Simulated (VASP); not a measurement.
**B: relaxation of cell and atoms with PBE**

The system is B.

```
CELL_PARAMETERS angstrom
1.71191 0.00000 0.00000
-0.85595 1.48256 0.00000
0.00000 0.00000 8.10009
ATOMIC_POSITIONS crystal
B 0.66667 0.33333 0.25000
B 0.33333 0.66667 0.75000
```

This isn't the form of B at room conditions, which is rhombohedral.

| Property | Result |
| --- | --- |
| Program | VASP 6.6.1 |
| Task | relaxation of cell and atoms |
| Functional | PBE |
| Potentials or basis | VASP PAW PBE potentials, release 64 (B) |
| Cutoff | 600 eV |
| k mesh | 36 × 36 × 8 |
| Occupations | gaussian, width 0.1 eV |
| Spin | no spin polarisation |
| Dipole correction | no |
| Further INCAR settings | ALGO = Normal; EDIFF = 1e-06; IBRION = 2; EDIFFG = -0.01; NSW = 100; ISIF = 3 |

```
Pressure after relaxing : -0.1 GPa
Band gap on the k mesh  : zero (bands 3 and 4 overlap by 11.02 eV)
```

Final structure:
```yaml
crystal:
  lattice:
    - [1.71191, 0.00000, 0.00000]
    - [-0.85595, 1.48256, 0.00000]
    - [0.00000, 0.00000, 8.10009]
  atoms:
    - { symbol: B, position: [0.66667, 0.33333, 0.25000] }
    - { symbol: B, position: [0.33333, 0.66667, 0.75000] }
```

Levels at points of the mesh, in eV from the Fermi level:
```tsv
k point	band 1	band 2	band 3	band 4	band 5	band 6	band 7
(0.00, 0.00, 0.00)	-17.04	-16.91	-8.18	-7.14	1.99	6.93	10.51
(0.50, 0.00, 0.00)	-8.75	-8.74	1.20	1.29	5.52	5.77	12.17
(0.00, 0.00, 0.50)	-16.98	-16.98	-7.70	-7.70	3.82	3.82	15.10
(0.50, 0.00, 0.50)	-8.74	-8.74	1.25	1.25	5.65	5.65	12.51
```

It took 46 s on 1 thread of Intel(R) Xeon(R) Platinum 8488C (Sapphire Rapids), on a shared host, peak memory 0.21 GiB.

Caveat: the relaxation stopped at its first step, so nothing moved; this functional lacks dispersion, which binds the layers, so the pressure and a relaxed spacing across them are unreliable.
